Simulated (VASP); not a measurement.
Wanted: the native input for a VASP 6.6.1 run.

- Task: single point
- Functional: r2SCAN
- Potentials or basis: VASP PAW PBE potentials, release 64 (Pb_d, S)
- Cutoff: 520 eV
- k mesh: 8 × 8 × 8
- Occupations: gaussian, width 0.01 eV
- Spin: no spin polarisation
- Dipole correction: no
- Further INCAR settings: ALGO = Normal; EDIFF = 1e-06; NBANDS = 17

Crystal: PbS.

```
Pb S
1.0
     0.00000    2.94123    2.94123
     2.94123    0.00000    2.94123
     2.94123    2.94123    0.00000
Pb S
1 1
Direct
  0.00000 0.00000 0.00000
  0.50000 0.50000 0.50000
```

This cell differs from its parent crystal: strain -1.5%.

One way to write it, as run:

POSCAR

```
PbS
1.0
    0.0000000000      2.9412293325      2.9412293325
    2.9412293325      0.0000000000      2.9412293325
    2.9412293325      2.9412293325      0.0000000000
Pb S
1 1
Direct
    0.0000000000      0.0000000000      0.0000000000
    0.5000000000      0.5000000000      0.5000000000
```

INCAR.step1

```
SYSTEM = PbS
PREC     = Accurate       ! precision mode
ENCUT    = 520            ! plane-wave cutoff, eV
ISMEAR   = 0              ! smearing method
SIGMA    = 0.01           ! smearing width, eV
LREAL    = .FALSE.        ! projectors in reciprocal space
LASPH    = .TRUE.         ! aspherical terms in the spheres
NELM     = 100            ! most SCF steps
NBANDS   = 17             ! bands
GGA      = PE             ! functional
ALGO     = Normal         ! electronic algorithm
EDIFF    = 1E-4           ! SCF threshold, eV
LWAVE    = .TRUE.         ! write WAVECAR
LCHARG   = .FALSE.        ! write CHGCAR
```

INCAR.step2

```
SYSTEM = PbS
PREC     = Accurate       ! precision mode
ENCUT    = 520            ! plane-wave cutoff, eV
EDIFF    = 1E-6           ! SCF threshold, eV
ISMEAR   = 0              ! smearing method
SIGMA    = 0.01           ! smearing width, eV
LREAL    = .FALSE.        ! projectors in reciprocal space
LASPH    = .TRUE.         ! aspherical terms in the spheres
NELM     = 100            ! most SCF steps
ALGO     = Normal         ! electronic algorithm
ISIF     = 2              ! what is computed and relaxed
LWAVE    = .FALSE.        ! write WAVECAR
LCHARG   = .FALSE.        ! write CHGCAR
METAGGA  = R2SCAN         ! meta-GGA
LMIXTAU  = .TRUE.       
NBANDS   = 17             ! bands
ISTART   = 1
```

KPOINTS

```
regular mesh
0
G
  8 8 8
  0 0 0
```

Potentials or basis: VASP PAW PBE potentials, release 64 (Pb_d, S).

The run is started by

```sh
$ cat potpaw_PBE.64/Pb_d/POTCAR potpaw_PBE.64/S/POTCAR > POTCAR
$ cp INCAR.step1 INCAR
$ mpirun -np 1 vasp_std > vasp.out
$ cp INCAR.step2 INCAR
$ mpirun -np 1 vasp_std > vasp.out
```

Results of the run:

```json
{"Pressure": "3.0 GPa", "Band gap on the k mesh": "0.52 eV"}
```

Caveat: the cell differs from its parent crystal (strain -1.5%); the PAW data sets were made with another functional, which shifts forces and pressure a little; spin-orbit coupling is left out, which moves the levels of the heavy elements.

Run time: 2.1 min on 1 thread of AMD EPYC 7R43 64-Core Processor (Zen 3), with other jobs on the host, peak memory 0.16 GiB.
